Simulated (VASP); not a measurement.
## Ir: single point with LDA

The system is Ir.

```
Ir
1.0
     2.57900    0.00000    0.00000
    -1.28950    2.23348    0.00000
     0.00000    0.00000    4.60550
Ir
2
Direct
  0.66667 0.33333 0.75000
  0.33333 0.66667 0.25000
```

This isn't the form of Ir at room conditions, which is fcc.

| Item | Value |
| --- | --- |
| Program | VASP 6.6.1 |
| Task | single point |
| Functional | LDA |
| Potentials or basis | VASP PAW LDA potentials, release 64 (Ir) |
| Cutoff | 520 eV |
| k mesh | 18 × 18 × 10 |
| Occupations | gaussian, width 0.15 eV |
| Spin | no spin polarisation |
| Dipole correction | no |
| Further INCAR settings | ALGO = Normal; EDIFF = 1e-06; NBANDS = 16 |

```json
{
  "Pressure": "29.1 GPa",
  "Band gap on the k mesh": "zero (bands 9 and 10 overlap by 4.08 eV)"
}
```

Stress tensor (GPa, compression positive):
```
45.82  0.00  0.00
 0.00 45.82  0.00
 0.00  0.00 -4.48
```

Levels at points of the mesh, in eV from the Fermi level:
```tsv
k point	band 5	band 6	band 7	band 8	band 9	band 10	band 11	band 12	band 13	band 14
(0.00, 0.00, 0.00)	-4.13	-3.63	-3.63	-1.74	-1.59	-1.59	0.56	0.56	6.47	14.85
(0.50, 0.00, 0.00)	-3.65	-3.59	-3.17	0.81	1.69	1.96	3.56	5.20	9.08	9.87
(0.00, 0.00, 0.50)	-4.08	-4.08	-4.08	-4.08	-0.23	-0.23	-0.23	-0.23	12.93	12.93
(0.50, 0.00, 0.50)	-1.79	-1.79	-0.90	-0.90	1.84	1.84	2.25	2.25	8.98	8.98
```

Run time: 33 s on 1 thread of Intel(R) Xeon(R) 6975P-C (Granite Rapids), on a shared host, peak memory 0.19 GiB.

Caveat: the cell stands under pressure; spin-orbit coupling is left out, which moves the levels of the heavy elements.
